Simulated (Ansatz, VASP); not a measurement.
**Two plane-wave programs on KF**

The input INCAR:

```
PREC     = Accurate       # precision mode
ENCUT    = 520            # plane-wave cutoff, eV
EDIFF    = 1E-6           # SCF threshold, eV
ISMEAR   = 0              # smearing method
SIGMA    = 0.05           # smearing width, eV
LREAL    = False          # projectors in reciprocal space
LASPH    = True           # aspherical terms in the spheres
NELM     = 100            # most SCF steps
ALGO     = Normal         # electronic algorithm
ISIF     = 2              # what is computed and relaxed
LWAVE    = False          # write WAVECAR
LCHARG   = True           # write CHGCAR
GGA      = PE             # functional
LELF     = True           # ELF
LVHAR    = True         
NBANDS   = 15             # bands
```

Contents of KPOINTS:

```
Automatic mesh
0
Gamma
  8 8 8
```

File POSCAR:

```
KF
1.0
   -0.0284156085      2.6523021769      2.6523021769
    2.6523021769     -0.0284156085      2.6523021769
    2.6523021769      2.6523021769     -0.0284156085
K F
1 1
Direct
    0.0000000000      0.0000000000      0.0000000000
    0.5000000000      0.5000000000      0.5000000000
```

Input for Ansatz:

```yaml
crystal:
  lattice:
    - [-0.0284156085, 2.6523021769, 2.6523021769]
    - [2.6523021769, -0.0284156085, 2.6523021769]
    - [2.6523021769, 2.6523021769, -0.0284156085]
  atoms:
    - { symbol: K, position: [0.0, 0.0, 0.0] }
    - { symbol: F, position: [0.5, 0.5, 0.5] }
basis:
  ecutwfc: 520.0
kpoints:
  mp_grid: { grid: [8, 8, 8] }
hamiltonian:
  xc: pbe
scf:
  occupations: { method: gaussian, width: 0.05 }
output:
  forces: true
  stress: true
  eigenvalues: true
```

Alike in both runs: task single point; functional PBE; k mesh 8 × 8 × 8; occupations gaussian, width 0.05 eV; no spin polarisation.

```csv
,VASP,Ansatz
version,VASP 6.6.1,Ansatz 0.2.0
potentials or method,"VASP PAW PBE potentials, release 64 (K_sv, F), cutoff 520 eV","scalar-relativistic, plane waves, PAW"
valence electrons in the cell,16,16
```

Ansatz gave:

```
gap on the k mesh at the Fermi level (eV)                     : 6.20
least direct gap on the mesh (eV)                             : 6.20
pressure (GPa)                                                : 1.6
traceless stress, the component that is largest in VASP (GPa) : 0.14
```

Question: Estimate VASP's values.

Answer: gap on the k mesh at the Fermi level (eV): 6.19; least direct gap on the mesh (eV): 6.19; pressure (GPa): 1.6; traceless stress, the component that is largest in VASP (GPa): 0.13.

The functional is the same, so the differences come from potentials, cutoffs and numerics.
